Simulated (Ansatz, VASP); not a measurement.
## MgS in VASP and in Ansatz

Contents of INCAR:

```
PREC = Accurate ; ENCUT = 600
EDIFF = 1E-6 ; ISMEAR = 0
SIGMA = 0.02 ; LREAL = False
LASPH = True ; NELM = 200
ALGO = Normal ; ISIF = 2
LWAVE = False ; LCHARG = False
LNONCOLLINEAR = True ; MAGMOM = 0 0 0 0 0 0
LORBIT = 11 ; LSORBIT = True
GGA_COMPAT = False ; LORBMOM = True
GGA = PE ; NBANDS = 20
```

File KPOINTS:

```
regular mesh
0
Gamma
  8 8 8
```

Contents of POSCAR:

```
MgS
1.0
    0.0000000000      2.5955252365      2.5955252365
    2.5955252365      0.0000000000      2.5955252365
    2.5955252365      2.5955252365      0.0000000000
Mg S
1 1
Direct
    0.0000000000      0.0000000000      0.0000000000
    0.5000000000      0.5000000000      0.5000000000
```

Input for Ansatz:

```yaml
crystal:
  lattice:
    - [0.0, 2.5955252365, 2.5955252365]
    - [2.5955252365, 0.0, 2.5955252365]
    - [2.5955252365, 2.5955252365, 0.0]
  atoms:
    - { symbol: Mg, position: [0.0, 0.0, 0.0] }
    - { symbol: S, position: [0.5, 0.5, 0.5] }
basis:
  ecutwfc: 420
kpoints:
  mp_grid: { grid: [8, 8, 8] }
  band_path:
    path:
      - [[0.0, 0.0, 0.0], [0.5, 0.0, 0.5], [0.625, 0.25, 0.625]]
      - [[0.375, 0.375, 0.75], [0.0, 0.0, 0.0], [0.5, 0.5, 0.5], [0.5, 0.25, 0.75], [0.5, 0.0, 0.5]]
    npoints: 10
hamiltonian:
  xc: pbe
  pseudopotentials: { kind: paw_fr, azcp: { folder: soft_1 } }
scf:
  occupations: { method: gaussian, width: 0.02 }
  n_extra_bands: 14
output:
  forces: true
  stress: true
  eigenvalues: true
magnetization:
  noncollinear: true
  spin_orbit: true
```

Alike in both runs: task single point; functional PBE; k mesh 8 × 8 × 8; occupations gaussian, width 0.02 eV; non-collinear spin, spin-orbit coupling.

|  | VASP | Ansatz |
| --- | --- | --- |
| version | VASP 6.6.1 | Ansatz 0.2.0 |
| potentials or method | VASP PAW PBE potentials, release 64 (Mg, S), cutoff 600 eV | plane waves, PAW |
| valence electrons in the cell | 8 | 16 |

Ansatz gave:

* pressure (GPa): 1.7
* net moment per atom (μB): 0.00

Q: Which values does VASP return?

A: Pressure (GPa): 1.4; net moment per atom (μB): 0.00.

VASP's potentials hold 8 valence electrons a cell and Ansatz's 16, so a difference there can come from the potentials and not from the codes.
